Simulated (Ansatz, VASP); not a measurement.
One calculation of RbCl, two programs

INCAR

```
  PREC = Accurate
  ENCUT = 500
  EDIFF = 1E-6
  ISMEAR = 0
  SIGMA = 0.05
  LREAL = F
  LASPH = T
  NELM = 120
  ALGO = Normal
  ISIF = 2
  LWAVE = F
  LCHARG = F
  GGA = PS
  NBANDS = 15
  GGA_COMPAT = F
```

The input KPOINTS:

```
regular mesh
0
Gamma
  8 8 8
```

File POSCAR:

```
RbCl
1.0
    0.0000000000      3.2273298245      3.2273298245
    3.2273298245      0.0000000000      3.2273298245
    3.2273298245      3.2273298245      0.0000000000
Rb Cl
1 1
Direct
    0.5000000000      0.5000000000      0.5000000000
    0.0000000000      0.0000000000      0.0000000000
```

Input for Ansatz:

```yaml
crystal:
  lattice:
    - [0.0, 3.2273298245, 3.2273298245]
    - [3.2273298245, 0.0, 3.2273298245]
    - [3.2273298245, 3.2273298245, 0.0]
  atoms:
    - { symbol: Rb, position: [0.5, 0.5, 0.5] }
    - { symbol: Cl, position: [0.0, 0.0, 0.0] }
basis:
  ecutwfc: 420
  ecutrho_ratio: 4
kpoints:
  mp_grid: { grid: [8, 8, 8] }
hamiltonian:
  xc: pbesol
scf:
  occupations: { method: gaussian, width: 0.05 }
output:
  forces: true
  stress: true
  eigenvalues: true
```

Alike in both runs: task single point; functional PBEsol; k mesh 8 × 8 × 8; occupations gaussian, width 0.05 eV; no spin polarisation.

|  | VASP | Ansatz |
| --- | --- | --- |
| version | VASP 6.6.1 | Ansatz 0.2.0 |
| potentials or method | VASP PAW PBE potentials, release 64 (Rb_sv, Cl), cutoff 500 eV | scalar-relativistic, plane waves, PAW |
| valence electrons in the cell | 16 | 16 |

|  | VASP | Ansatz | Ansatz less VASP |
| --- | --- | --- | --- |
| gap on the k mesh at the Fermi level (eV) | 5.02 | 5.02 | +0.004 |
| least direct gap on the mesh (eV) | 5.02 | 5.02 | +0.004 |
| pressure (GPa) | 0.8 | 0.7 | -0.02 |

VASP's potentials were made for PBE, not for PBEsol.
